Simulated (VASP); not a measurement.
Here is a VASP 6.6.1 calculation.

File INCAR:

```
SYSTEM = CdS
  ALGO = Normal
  EDIFF = 1E-7
  ENCUT = 520
  GGA = PE
  ISIF = 2
  ISMEAR = -1
  LASPH = .True.
  LCHARG = .False.
  LREAL = .False.
  LWAVE = .False.
  NBANDS = 16
  NELM = 60
  PREC = Accurate
  SIGMA = 0.05
```

Contents of KPOINTS:

```
k-points
0
Gamma
  5 5 5
  0 0 0
```

Contents of POSCAR:

```
CdS
1.0
    0.0000000000      2.9165000000      2.9165000000
    2.9165000000      0.0000000000      2.9165000000
    2.9165000000      2.9165000000      0.0000000000
Cd S
1 1
Direct
    0.0000000000      0.0000000000      0.0000000000
    0.7500000000      0.7500000000      0.7500000000
```

Potentials or basis: VASP PAW PBE potentials, release 64 (Cd, S).

Run with:

```sh
$ cat potpaw_PBE.64/Cd/POTCAR potpaw_PBE.64/S/POTCAR > POTCAR
$ mpirun -np 1 vasp_std > vasp.out
```

(1) Estimate the pressure.

(2) Predict the band gap on the k mesh.

Results:

(1) 3.2 GPa.

(2) 1.15 eV, direct.
